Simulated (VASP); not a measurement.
NaOs3F:

```xyz
5
Lattice="4.2272 0.0000 0.0000 0.0000 4.2272 0.0000 0.0000 0.0000 4.2272" Properties=species:S:1:pos:R:3 pbc="T T T"
Na    0.0000    0.0000    0.0000
Os    0.0000    2.1136    2.1136
Os    2.1136    0.0000    2.1136
Os    2.1136    2.1136    0.0000
F     2.1136    2.1136    2.1136
```

The cell was built from a structure type or drawn by symmetry, and may not be a known phase.

| Quantity | Value |
| --- | --- |
| Program | VASP 6.6.1 |
| Task | relaxation of cell and atoms |
| Functional | PBE |
| Potentials or basis | VASP PAW PBE potentials, release 64 (Na_pv, Os, F) |
| Cutoff | 600 eV |
| k mesh | 4 × 4 × 4 |
| Occupations | gaussian, width 0.1 eV |
| Spin | collinear spin |
| Starting moments | [0.0, 1.0, 1.0, 1.0, 0.0] μB |

At the start: pressure 7.0 GPa; volume 15.11 Å³/atom.

Problem. How do energy, volume and symmetry change on relaxing?

Solution. Over 3 steps the energy falls by 15.6 meV/atom and the volume is 15.84 Å³/atom (+4.9 %); space group Pm-3m (No. 221, to 0.1 Å) before and after; moment 2.55 μB per cell.

The path:
| step | energy change (eV) | largest force (eV/Å) | pressure (GPa) | volume (Å³) |
| --- | --- | --- | --- | --- |
| 1 | 0.0000 | 0.0000 | 7.03 | 75.54 |
| 2 | -0.0066 | 0.0000 | -5.58 | 83.02 |
| 3 | -0.0778 | 0.0000 | -0.04 | 79.22 |

Final structure:
```
Na Os F
1.0
     4.29475    0.00000    0.00000
     0.00000    4.29475    0.00000
     0.00000    0.00000    4.29475
Na Os F
1 3 1
Direct
  0.00000 0.00000 0.00000
  0.00000 0.50000 0.50000
  0.50000 0.00000 0.50000
  0.50000 0.50000 0.00000
  0.50000 0.50000 0.50000
```

Caveat: the k points lie up to 0.37 Å⁻¹ apart in the final cell.
